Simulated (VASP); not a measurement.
# Pt (Fm-3m) in VASP: notebook, part 2 of 3

VASP 6.6.1. The steps go on from the part before.

## (4) Single point, PBEsol (volume scaled by 0.78)

The input, INCAR:

```
SYSTEM = Pt
PREC = Accurate
ENCUT = 520
EDIFF = 1E-7
ISMEAR = -1
SIGMA = 0.08
LREAL = .False.
LASPH = .True.
NELM = 100
ALGO = Normal
ISIF = 2
LWAVE = .False.
LCHARG = .False.
GGA = PS
NBANDS = 11
```

The input, KPOINTS:

```
regular mesh
0
Gamma
  18 18 18
  0 0 0
```

The input, POSCAR:

```
Pt
1.0
    0.0000000000      1.8039296863      1.8039296863
    1.8039296863      0.0000000000      1.8039296863
    1.8039296863      1.8039296863      0.0000000000
Pt
1
Direct
    0.0000000000      0.0000000000      0.0000000000
```

Potentials or basis: VASP PAW PBE potentials, release 64 (Pt).

Command:

```console
$ cat potpaw_PBE.64/Pt/POTCAR > POTCAR
$ mpirun -np 1 vasp_std > vasp.out
```

OUTCAR:

```text
SYSTEM = Pt
   PREC = Accurate
   ENCUT = 520
   EDIFF = 1E-7
   ISMEAR = -1
   LREAL = .False.
   LASPH = .True.
   NELM = 100
   ISIF = 2
   GGA = PS

 ion  position               nearest neighbor table
   1  0.000  0.000  0.000-

  LATTYP: Found a face centered cubic cell.
 ALAT       =     3.6078593726

  Lattice vectors:

 A1 = (   0.0000000000,   1.8039296863,   1.8039296863)
 A2 = (   1.8039296863,   0.0000000000,   1.8039296863)
 A3 = (   1.8039296863,   1.8039296863,   0.0000000000)

Analysis of symmetry for initial positions (statically):
=====================================================================
 Subroutine PRICEL returns:
 Original cell was already a primitive cell.

 Routine SETGRP: Setting up the symmetry group for a
 face centered cubic supercell.

 Subroutine GETGRP returns: Found 48 space group operations
 (whereof 48 operations were pure point group operations)
 out of a pool of 48 trial point group operations.

The static configuration has the point symmetry O_h .

Analysis of symmetry for dynamics (positions and initial velocities):
=====================================================================
 Subroutine PRICEL returns:
 Original cell was already a primitive cell.

 Routine SETGRP: Setting up the symmetry group for a
 face centered cubic supercell.

 Subroutine GETGRP returns: Found 48 space group operations
 (whereof 48 operations were pure point group operations)
 out of a pool of 48 trial point group operations.

The dynamic configuration has the point symmetry O_h .

 Subroutine INISYM returns: Found 48 space group operations
 (whereof 48 operations are pure point group operations),
 and found     1 'primitive' translations

----------------------------------------------------------------------------------------

                                     Primitive cell

  volume of cell :      11.7406

  direct lattice vectors                    reciprocal lattice vectors
     0.000000000  1.803929686  1.803929686    -0.277172666  0.277172666  0.277172666
     1.803929686  0.000000000  1.803929686     0.277172666 -0.277172666  0.277172666
     1.803929686  1.803929686  0.000000000     0.277172666  0.277172666 -0.277172666

  length of vectors
     2.551141828  2.551141828  2.551141828     0.480077140  0.480077140  0.480077140

  position of ions in fractional coordinates (direct lattice)
     0.000000000  0.000000000  0.000000000

  ion indices of the primitive-cell ions
   primitive index   ion index
                 1           1

----------------------------------------------------------------------------------------

 KPOINTS: regular mesh

Automatic generation of k-mesh.
 Grid dimensions read from file:
 generate k-points for:   18   18   18

 Generating k-lattice:

  Cartesian coordinates                     Fractional coordinates (reciprocal lattice)
    -0.015398481  0.015398481  0.015398481     0.055555556  0.000000000  0.000000000
     0.015398481 -0.015398481  0.015398481     0.000000000  0.055555556  0.000000000
     0.015398481  0.015398481 -0.015398481     0.000000000  0.000000000  0.055555556

  Length of vectors
     0.026670952  0.026670952  0.026670952

  Shift w.r.t. Gamma in fractional coordinates (k-lattice)
     0.000000000  0.000000000  0.000000000

 Subroutine IBZKPT returns following result:
 ===========================================

 Found    195 irreducible k-points:

 Following reciprocal coordinates:
            Coordinates               Weight
  0.000000  0.000000  0.000000      1.000000
  0.055556  0.000000  0.000000      8.000000
  0.111111  0.000000  0.000000      8.000000
  0.166667  0.000000  0.000000      8.000000
  0.222222  0.000000  0.000000      8.000000
  0.277778  0.000000  0.000000      8.000000
[... 16 lines left out ...]
 -0.277778  0.055556  0.000000     24.000000
 -0.222222  0.055556  0.000000     24.000000
 [... further k-points ...]
   k-points           NKPTS =    195   k-points in BZ     NKDIM =    195   number of bands    NBANDS=     11
   number of dos      NEDOS =    301   number of ions     NIONS =      1
   total plane-waves  NPLWV =   8000
   dimension x,y,z NGX =    20 NGY =   20 NGZ =   20
   dimension x,y,z NGXF=    40 NGYF=   40 NGZF=   40
   ions per type =               1
   NGX,Y,Z   is equivalent  to a cutoff of  13.03, 13.03, 13.03 a.u.
   NGXF,Y,Z  is equivalent  to a cutoff of  26.07, 26.07, 26.07 a.u.
 SYSTEM =  Pt
   PREC   = accura    normal or accurate (medium, high low for compatibility)
   ISTART =      0    job   : 0-new  1-cont  2-samecut
   ICHARG =      2    charge: 1-file 2-atom 10-const
   ISPIN  =      1    spin polarized calculation?
   LNONCOLLINEAR =      F non collinear calculations
   LSORBIT =      F    spin-orbit coupling
   LASPH  =      T    aspherical Exc in radial PAW
   ENCUT  =  520.0 eV  38.22 Ry    6.18 a.u.   4.74  4.74  4.74*2*pi/ulx,y,z
   NELM   =    100;   NELMIN=  2; NELMDL= -5     # of ELM steps
   EDIFF  = 0.1E-06   stopping-criterion for ELM
   LREAL  =      F    real-space projection
   EDIFFG = 0.1E-05   stopping-criterion for IOM
   NSW    =      0    number of steps for IOM
   IBRION =     -1    ionic relax: 0-MD 1-quasi-New 2-CG
   NFREE  =      0    steps in history (QN), initial steepest desc. (CG)
   ISIF   =      2    stress and relaxation
   ISYM   =      2    0-nonsym 1-usesym 2-fastsym
   POTIM  = 0.5000    time-step for ionic-motion
   TEBEG  =    0.0;   TEEND  =   0.0 temperature during run
   PSTRESS=    0.0 pullay stress
   NELECT =      10.0000    total number of electrons
   NUPDOWN=      -1.0000    fix difference up-down
   EMIN   =  10.00;   EMAX   =-10.00  energy-range for DOS
   EFERMI =   0.00;   METHOD = LEGACY
   ISMEAR =    -1;   SIGMA  =   0.08  broadening in eV -4-tet -1-fermi 0-gaus
   EFERMI_NEDOS =   21; number of points for ismear=-14 and -15
   IALGO  =     38    algorithm
   IMIX   =      4    mixing-type and parameters
     AMIX     =   0.40;   BMIX     =  1.00
     AMIX_MAG =   1.60;   BMIX_MAG =  1.00
  volume/ion in A,a.u.               =      11.74        79.23
  Fermi-wavevector in a.u.,A,eV,Ry     =   1.551834  2.932541 32.765392  2.408188
  Thomas-Fermi vector in A             =   2.656296
   LORBIT       =      0    0 simple, 1 ext, 2 COOP (PROOUT), +10 PAW based schemes
   GGA     = PS    functional components
   LHFCALC =     F    Hartree Fock is set to
   AEXX    =    0.0000 exact exchange contribution
   IVDW    =     0    specifies the selected vdW correction
   LEPSILON=     F    determine dielectric tensor
   LRPA    =     F    only Hartree local field effects (RPA)
 non-spin polarized calculation
  energy-cutoff  :      520.00
  volume of cell :       11.74
 maximum number of plane-waves:       332
   NGX =  9   NGY =  9   NGZ =  9

 number of electron      10.0000001 magnetization

 Free energy of the ion-electron system (eV)
  ---------------------------------------------------
  ext. energy  EPLUGINS =         0.00000000
  ---------------------------------------------------
  free energy    TOTEN  =        -5.88915282 eV

  energy without entropy =       -5.86286289  energy(sigma->0) =       -5.87600786

 E-fermi :  16.6706     XC(G=0): -15.1462

 val. band max:       16.6684355581   @ k =  -0.4444   0.2778   0.0000
 cond. band min:      16.6744059049   @ k =  -0.4444   0.1111   0.0556
 fundamental gap:      0.0059703468
 Fermi energy:        16.6705505480

 k-point     1 :       0.0000    0.0000    0.0000
  band No.  band energies     occupation
      1       3.2025      2.00000
      2      10.9581      2.00000
      3      10.9581      2.00000
      4      10.9581      2.00000
      5      14.2241      2.00000
      6      14.2241      2.00000
      7      30.1060      0.00000
      8      36.5697      0.00000
      9      36.5697      0.00000
     10      36.5697      0.00000
     11      42.8515      0.00000
[... 309 lines left out ...]
 k-point    24 :      -0.2222    0.0556    0.0000
  band No.  band energies     occupation
      1       5.6968      2.00000
      2      10.2493      2.00000
      3      11.5085      2.00000
      4      11.6051      2.00000
      5      13.8359      2.00000
      6      14.9006      2.00000
      7      30.8637      0.00000
      8      33.9954      0.00000
      9      39.9179      0.00000
     10      41.5121      0.00000
     11      42.2442      0.00000

 [... further k-points ...]

------------------------ aborting loop because EDIFF is reached ----------------------------------------

  FORCE on cell =-STRESS in cart. coord.  units (eV):
  Direction    XX          YY          ZZ          XY          YZ          ZX
  --------------------------------------------------------------------------------------
  -------------------------------------------------------------------------------------
  Total       10.0423690     10.0423690     10.0423690      0.0000000      0.0000000      0.0000000
  in kB     1370.4334293   1370.4334293   1370.4334293      0.0000000      0.0000000      0.0000000
  external PRESSURE =    1370.4334293 kB  Pullay stress =       0.0000000 kB

 VOLUME and BASIS-vectors are now :
 -----------------------------------------------------------------------------
  energy-cutoff  :      520.00
  volume of cell :       11.74
      direct lattice vectors                 reciprocal lattice vectors
     0.000000000  1.803929686  1.803929686    -0.277172666  0.277172666  0.277172666
     1.803929686  0.000000000  1.803929686     0.277172666 -0.277172666  0.277172666
     1.803929686  1.803929686  0.000000000     0.277172666  0.277172666 -0.277172666

 POSITION                                       TOTAL-FORCE (eV/Angst)
 -----------------------------------------------------------------------------------
      0.00000      0.00000      0.00000         0.000000      0.000000     -0.000000
 -----------------------------------------------------------------------------------
    total drift:                                0.000000     -0.000000     -0.000000

  FREE ENERGIE OF THE ION-ELECTRON SYSTEM (eV)
  ---------------------------------------------------
  free  energy   TOTEN  =        -5.8891528245 eV

  energy  without entropy=       -5.8628628893  energy(sigma->0) =       -5.87600786
```

OSZICAR:

```text
N       E                     dE             d eps       ncg     rms          rms(c)
DAV:   1     0.424369699695E+02    0.42437E+02   -0.56245E+03  4362   0.876E+02
DAV:   2    -0.569453902061E+01   -0.48132E+02   -0.46370E+02  4967   0.190E+02
DAV:   3    -0.627889463346E+01   -0.58436E+00   -0.58298E+00  5090   0.199E+01
DAV:   4    -0.628079036461E+01   -0.18957E-02   -0.18956E-02  5156   0.132E+00
DAV:   5    -0.628080122784E+01   -0.10863E-04   -0.10866E-04  5137   0.885E-02    0.277E+01
DAV:   6    -0.598172034800E+01    0.29908E+00   -0.35889E-01  4923   0.521E+00    0.152E+01
DAV:   7    -0.589448679133E+01    0.87234E-01   -0.20214E-01  5148   0.377E+00    0.218E+00
DAV:   8    -0.588924853062E+01    0.52383E-02   -0.14075E-02  4746   0.114E+00    0.464E-01
DAV:   9    -0.588914622189E+01    0.10231E-03   -0.13025E-04  5165   0.112E-01    0.141E-02
DAV:  10    -0.588915267280E+01   -0.64509E-05   -0.40527E-06  5892   0.131E-02    0.547E-03
DAV:  11    -0.588915281427E+01   -0.14147E-06   -0.50360E-08  4273   0.225E-03    0.111E-03
DAV:  12    -0.588915282447E+01   -0.10199E-07   -0.37835E-09  2910   0.477E-04
   1 F= -.58891528E+01 E0= -.58760079E+01  d E =-.262899E-01
```

Run time: 11 s. Hardware: 1 thread of Intel Xeon 6975P-C (Granite Rapids), shared host; peak memory 0.14 GiB.

Results:

```yaml
Free_energy: -5.8892 eV
Pressure: 137.0 GPa
Band_gap_on_the_k_mesh: zero (band 5 reaches 17.49 eV, above the bottom of band 6 at 14.01 eV)
```

Levels at points of the mesh, in eV from the Fermi level:
```csv
k point,band 2,band 3,band 4,band 5,band 6,band 7,band 8,band 9
"(0.00, 0.00, 0.00)",-5.71,-5.71,-5.71,-2.45,-2.45,13.44,19.90,19.90
"(0.50, 0.00, 0.00)",-5.85,-5.85,-1.61,0.10,0.10,8.08,13.10,20.41
"(0.50, 0.50, 0.00)",-9.84,0.07,0.81,0.81,1.28,12.02,12.05,12.05
```

Caveat: the PAW data sets were made with another functional, which shifts forces and pressure a little; spin-orbit coupling is left out, which moves the levels of the heavy elements.

## (5) Single point, PBEsol (volume scaled by 0.88)

The input, INCAR:

```
PREC     = Accurate       # precision mode
ENCUT    = 520            # plane-wave cutoff, eV
EDIFF    = 1E-6           # SCF threshold, eV
ISMEAR   = -1             # smearing method
SIGMA    = 0.08           # smearing width, eV
LREAL    = F              # projectors in reciprocal space
LASPH    = T              # aspherical terms in the spheres
NELM     = 80             # most SCF steps
ALGO     = Normal         # electronic algorithm
ISIF     = 2              # what is computed and relaxed
LWAVE    = F              # write WAVECAR
LCHARG   = F              # write CHGCAR
GGA      = PS             # functional
NBANDS   = 11             # bands
```

The input, KPOINTS:

```
regular mesh
0
Gamma
  18 18 18
```

The input, POSCAR:

```
Pt
1.0
    0.0000000000      1.8779425205      1.8779425205
    1.8779425205      0.0000000000      1.8779425205
    1.8779425205      1.8779425205      0.0000000000
Pt
1
Direct
    0.0000000000      0.0000000000      0.0000000000
```

Potentials or basis: VASP PAW PBE potentials, release 64 (Pt).

Command:

```console
$ cat potpaw_PBE.64/Pt/POTCAR > POTCAR
$ mpirun -np 1 vasp_std > vasp.out
```

OUTCAR:

```text
PREC = Accurate
   ENCUT = 520
   EDIFF = 1E-6
   ISMEAR = -1
   LREAL = F
   LASPH = T
   NELM = 80
   ISIF = 2
   GGA = PS

 ion  position               nearest neighbor table
   1  0.000  0.000  0.000-

  LATTYP: Found a face centered cubic cell.
 ALAT       =     3.7558850410

  Lattice vectors:

 A1 = (   0.0000000000,   1.8779425205,   1.8779425205)
 A2 = (   1.8779425205,   0.0000000000,   1.8779425205)
 A3 = (   1.8779425205,   1.8779425205,   0.0000000000)

Analysis of symmetry for initial positions (statically):
=====================================================================
 Subroutine PRICEL returns:
 Original cell was already a primitive cell.

 Routine SETGRP: Setting up the symmetry group for a
 face centered cubic supercell.

 Subroutine GETGRP returns: Found 48 space group operations
 (whereof 48 operations were pure point group operations)
 out of a pool of 48 trial point group operations.

The static configuration has the point symmetry O_h .

Analysis of symmetry for dynamics (positions and initial velocities):
=====================================================================
 Subroutine PRICEL returns:
[... 164 lines left out ...]
      2       9.0935      2.00000
      3       9.0935      2.00000
      4       9.0935      2.00000
      5      11.7848      2.00000
      6      11.7848      2.00000
      7      27.9293      0.00000
      8      33.6431      0.00000
      9      33.6431      0.00000
     10      33.6431      0.00000
     11      39.4348      0.00000
[... 309 lines left out ...]
 k-point    24 :      -0.2222    0.0556    0.0000
  band No.  band energies     occupation
      1       4.2082      2.00000
      2       8.4801      2.00000
      3       9.5626      2.00000
      4       9.6464      2.00000
      5      11.5018      2.00000
      6      12.3623      2.00000
      7      27.9572      0.00000
      8      30.6704      0.00000
      9      36.0950      0.00000
     10      37.3637      0.00000
     11      38.5329      0.00000

 [... further k-points ...]

------------------------ aborting loop because EDIFF is reached ----------------------------------------

  FORCE on cell =-STRESS in cart. coord.  units (eV):
  Direction    XX          YY          ZZ          XY          YZ          ZX
  --------------------------------------------------------------------------------------
  -------------------------------------------------------------------------------------
  Total        4.2195448      4.2195448      4.2195448     -0.0000000      0.0000000      0.0000000
  in kB      510.3866408    510.3866408    510.3866408     -0.0000000      0.0000000      0.0000000
  external PRESSURE =     510.3866408 kB  Pullay stress =       0.0000000 kB

 VOLUME and BASIS-vectors are now :
 -----------------------------------------------------------------------------
  energy-cutoff  :      520.00
  volume of cell :       13.25
      direct lattice vectors                 reciprocal lattice vectors
     0.000000000  1.877942520  1.877942520    -0.266248831  0.266248831  0.266248831
     1.877942520  0.000000000  1.877942520     0.266248831 -0.266248831  0.266248831
     1.877942520  1.877942520  0.000000000     0.266248831  0.266248831 -0.266248831

 POSITION                                       TOTAL-FORCE (eV/Angst)
 -----------------------------------------------------------------------------------
      0.00000      0.00000      0.00000        -0.000000     -0.000000     -0.000000
 -----------------------------------------------------------------------------------
    total drift:                               -0.000000     -0.000000     -0.000000

  FREE ENERGIE OF THE ION-ELECTRON SYSTEM (eV)
  ---------------------------------------------------
  free  energy   TOTEN  =        -6.7309147699 eV

  energy  without entropy=       -6.6991159374  energy(sigma->0) =       -6.71501535
```

OSZICAR:

```text
N       E                     dE             d eps       ncg     rms          rms(c)
DAV:   1     0.406074711718E+02    0.40607E+02   -0.54432E+03  4362   0.856E+02
DAV:   2    -0.652512203802E+01   -0.47133E+02   -0.45478E+02  4950   0.184E+02
DAV:   3    -0.714892155276E+01   -0.62380E+00   -0.62053E+00  5021   0.198E+01
DAV:   4    -0.715114255566E+01   -0.22210E-02   -0.22209E-02  5008   0.140E+00
DAV:   5    -0.715115743574E+01   -0.14880E-04   -0.14880E-04  5037   0.103E-01    0.196E+01
DAV:   6    -0.680066190723E+01    0.35050E+00   -0.61398E-01  4749   0.653E+00    0.103E+01
DAV:   7    -0.673625335268E+01    0.64409E-01   -0.20156E-01  5022   0.361E+00    0.259E+00
DAV:   8    -0.673112130849E+01    0.51320E-02   -0.11343E-02  4677   0.998E-01    0.619E-01
DAV:   9    -0.673090890309E+01    0.21241E-03   -0.18037E-04  4965   0.129E-01    0.181E-02
DAV:  10    -0.673091459442E+01   -0.56913E-05   -0.40442E-06  5463   0.137E-02    0.252E-03
DAV:  11    -0.673091476988E+01   -0.17547E-06   -0.58805E-08  2781   0.232E-03
   1 F= -.67309148E+01 E0= -.67150154E+01  d E =-.317988E-01
```

stdout:

```text
POSCAR found type information on POSCAR Pt
 POSCAR found :  1 types and       1 ions
 scaLAPACK will be used
 -----------------------------------------------------------------------------
|                                                                             |
|                                                                             |
|     You enforced a specific xc type in the INCAR file but a different       |
|     I HOPE YOU KNOW WHAT YOU ARE DOING!                                     |
|                                                                             |
 -----------------------------------------------------------------------------

 LDA part: xc-table for (Slater+PW92), standard interpolation
 POSCAR, INCAR and KPOINTS ok, starting setup
 FFT: planning ... GRIDC
 FFT: planning ... GRID_SOFT
 FFT: planning ... GRID
 WAVECAR not read
 entering main loop
```

It took 42 s on 1 thread of AMD EPYC 7R13, shared host; peak memory 0.12 GiB.

Results:

| Item | Value |
| --- | --- |
| Free energy | -6.7309 eV |
| Pressure | 51.0 GPa |
| Band gap on the k mesh | zero (band 5 reaches 14.44 eV, above the bottom of band 6 at 11.63 eV) |

Caveat: the PAW data sets were made with another functional, which shifts forces and pressure a little; spin-orbit coupling is left out, which moves the levels of the heavy elements.

(Continued in part 3 of 3.)
